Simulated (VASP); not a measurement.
Runs of VASP 6.6.1 on BiTe. The structure is that of space group R-3m (No. 166), or close to it. The cells are those of the table. 

| cell | gap on the mesh (eV) | pressure (GPa) |
| --- | --- | --- |
| a = 4.471 Å, angles 63.2°, 2 atoms | none | 0.5 |
| a = 5.763 Å, angles 38.9°, 2 atoms | none | -3.9 |
| a = 4.896 Å, angles 52.2°, 2 atoms | none | (a) |
| a = 4.700 Å, angles 56.6°, 2 atoms | none | 0.5 |

Alike in all rows: task single point; level PBE; potentials or basis VASP PAW PBE potentials, release 64 (Bi_d, Te); no spin polarisation; k mesh 14 × 14 × 14; cutoff (eV) 520; smearing gaussian 0.15 eV.

**Question.** Estimate the missing entries.

**Answer.** (a) -0.3.

Caveats: spin-orbit coupling is left out, which moves the levels of the heavy elements; the cell stands under tension (at least some runs).

A k mesh can miss the band edges, and the runs leave out spin-orbit coupling on Bi, Te.

A gap of «none» marks levels without a gap at the run's occupations.
